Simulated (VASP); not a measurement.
Te, 2 atoms in the cell. Symmetry: Fd-3m, No. 227, cubic system. The conventional cell has a = 6.730 Å, b = 6.730 Å, c = 6.730 Å, α = 90.00°, β = 90.00°, γ = 90.00°. Within 3.8 Å of Te (site symmetry -43m) lie 4 Te at 2.91 Å. This isn't the form of Te at room conditions, which is trigonal, of chains.

| Item | Value |
| --- | --- |
| Program | VASP 6.6.1 |
| Task | single point |
| Functional | r2SCAN |
| Potentials or basis | VASP PAW PBE potentials, release 64 (Te) |
| Cutoff | 520 eV |
| k mesh | 6 × 6 × 6 |
| Occupations | gaussian, width 0.1 eV |
| Spin | no spin polarisation |
| Dipole correction | no |
| Further INCAR settings | ALGO = Normal; EDIFF = 1e-06; NBANDS = 13 |

Potentials or basis: VASP PAW PBE potentials, release 64 (Te).

The run is started by

```sh
$ cat potpaw_PBE.64/Te/POTCAR > POTCAR
$ cp INCAR.step1 INCAR
$ mpirun -np 1 vasp_std > vasp.out
$ cp INCAR.step2 INCAR
$ mpirun -np 1 vasp_std > vasp.out
```

Hardware: 1 thread of Intel(R) Xeon(R) 6975P-C (Granite Rapids), on a shared host.

Q: Estimate the wall time of this run.

A: Wall time 30 s on 1 thread of Intel(R) Xeon(R) 6975P-C (Granite Rapids), on a shared host, peak memory 0.19 GiB. Counts: k points 16.
